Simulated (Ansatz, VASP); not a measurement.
## Ti2Al6H in VASP and in Ansatz

```
Al Ti H
1.0
     5.02419    0.00000    0.00000
     2.15888    4.53670    0.00000
     0.00000    0.00000   21.21871
Al Ti H
6 2 1
Direct
  0.50000 0.00000 0.18851
  0.00000 0.50000 0.18851
  0.00000 0.00000 0.25173
  0.00000 0.50000 0.31935
  0.50000 0.00000 0.31935
  0.50000 0.50000 0.38262
  0.50000 0.50000 0.25173
  0.00000 0.00000 0.37970
  0.50000 0.66667 0.51458
```

Alike in both runs: task single point; functional PBE; dispersion D3(BJ); k mesh 6 × 6 × 1; occupations gaussian, width 0.1 eV; no spin polarisation.

|  | VASP | Ansatz |
| --- | --- | --- |
| version | VASP 6.6.1 | Ansatz 0.2.0 |
| potentials or method | VASP PAW PBE potentials, release 64 (Al, Ti_sv, H), cutoff 520 eV | scalar-relativistic, plane waves, PAW |
| valence electrons in the cell | 43 | 43 |

|  | VASP | Ansatz | Ansatz less VASP |
| --- | --- | --- | --- |
| gap on the k mesh at the Fermi level (eV) | none | none | - |
| rms of the force components (eV/Å) | 0.358 | 0.358 | 0.0000 |

A gap of «none» marks a metal or a gap that the smearing closes.
